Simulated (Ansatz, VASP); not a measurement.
One calculation of AlHCl2, two programs

Contents of INCAR:

```
ALGO     = Normal         # electronic algorithm
EDIFF    = 1E-7           # SCF threshold, eV
ENCUT    = 520            # plane-wave cutoff, eV
GGA      = PE             # functional
ISIF     = 2              # what is computed and relaxed
ISMEAR   = 0              # smearing method
LASPH    = T              # aspherical terms in the spheres
LCHARG   = F              # write CHGCAR
LREAL    = F              # projectors in reciprocal space
LWAVE    = F              # write WAVECAR
NBANDS   = 17             # bands
NELM     = 100            # most SCF steps
PREC     = Accurate       # precision mode
SIGMA    = 0.1            # smearing width, eV
```

File KPOINTS:

```
k-points
0
Gamma
  6 6 4
```

Contents of POSCAR:

```
AlHCl2
1.0
    3.7542942700      0.0000000000      0.0000000000
   -1.8771471300      3.2513142100      0.0000000000
    0.0000000000      0.0000000000      6.1222988800
Al H Cl
1 1 2
Direct
    0.0000000000      0.0000000000      0.0000000000
    0.0000000000      0.0000000000      0.5000000000
    0.6666666700      0.3333333300      0.2642000000
    0.3333333300      0.6666666700      0.7358000000
```

Input for Ansatz:

```yaml
crystal:
  lattice:
    - [3.75429427, 0.0, 0.0]
    - [-1.87714713, 3.25131421, 0.0]
    - [0.0, 0.0, 6.12229888]
  atoms:
    - { symbol: Al, position: [0.0, 0.0, 0.0] }
    - { symbol: H, position: [0.0, 0.0, 0.5] }
    - { symbol: Cl, position: [0.66666667, 0.33333333, 0.2642] }
    - { symbol: Cl, position: [0.33333333, 0.66666667, 0.7358] }
basis:
  ecutwfc: 420
kpoints:
  mp_grid: { grid: [6, 6, 4] }
hamiltonian:
  xc: pbe
scf:
  occupations: { method: gaussian, width: 0.1 }
  lower_state_search: "off"
output:
  forces: true
  stress: true
  eigenvalues: true
```

Change from the starting cell: species swapped into the TiCrAs2 type (P-3m1, No. 164).

Alike in both runs: task single point; functional PBE; k mesh 6 × 6 × 4; occupations gaussian, width 0.1 eV; no spin polarisation.

|  | VASP | Ansatz |
| --- | --- | --- |
| version | VASP 6.6.1 | Ansatz 0.2.0 |
| potentials or method | VASP PAW PBE potentials, release 64 (Al, H, Cl), cutoff 520 eV | scalar-relativistic, plane waves, PAW |
| valence electrons in the cell | 18 | 18 |

|  | VASP | Ansatz | Ansatz less VASP |
| --- | --- | --- | --- |
| gap on the k mesh at the Fermi level (eV) | none | none | - |
| pressure (GPa) | -4.4 | -4.4 | +0.07 |
| traceless stress, the component that is largest in VASP (GPa) | -1.01 | -1.01 | +0.003 |
| rms of the force components (eV/Å) | 0.424 | 0.423 | -0.0013 |

Atom by atom the forces differ by 0.001 eV/Å (rms over components). A gap of «none» marks a metal or a gap that the smearing closes.
